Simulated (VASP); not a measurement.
Ru: single point with PBE

The system is Ru.

```
Ru
1.0
     2.72301    0.00000    0.00000
    -1.36151    2.35820    0.00000
     0.00000    0.00000    4.30178
Ru
2
Direct
  0.33333 0.66667 0.75000
  0.66667 0.33333 0.25000
```

```json
{
  "Program": "VASP 6.6.1",
  "Task": "single point",
  "Functional": "PBE",
  "Potentials or basis": "VASP PAW PBE potentials, release 64 (Ru_pv)",
  "Cutoff": "520 eV",
  "k mesh": "18 × 18 × 10",
  "Occupations": "gaussian, width 0.05 eV",
  "Spin": "non-collinear spin, zero start, spin-orbit coupling",
  "Starting moments": "[[0.0, 0.0, 0.0], [0.0, 0.0, 0.0]] μB",
  "Dipole correction": "no",
  "Further INCAR settings": "ALGO = Fast; EDIFF = 1e-07; NBANDS = 40"
}
```

The pressure is -0.9 GPa and the net moment is 0.00 μB per cell. The valence electrons inside the program's atomic spheres are Ru 12.64.

Moments on the atoms (μB; x, y, z):
```
Ru  0.00 0.00 0.00
Ru  0.00 0.00 0.00
```

It took 12 min on 1 thread of Oxide Virtual Turin-like Processor, with other jobs on the host, peak memory 0.39 GiB.
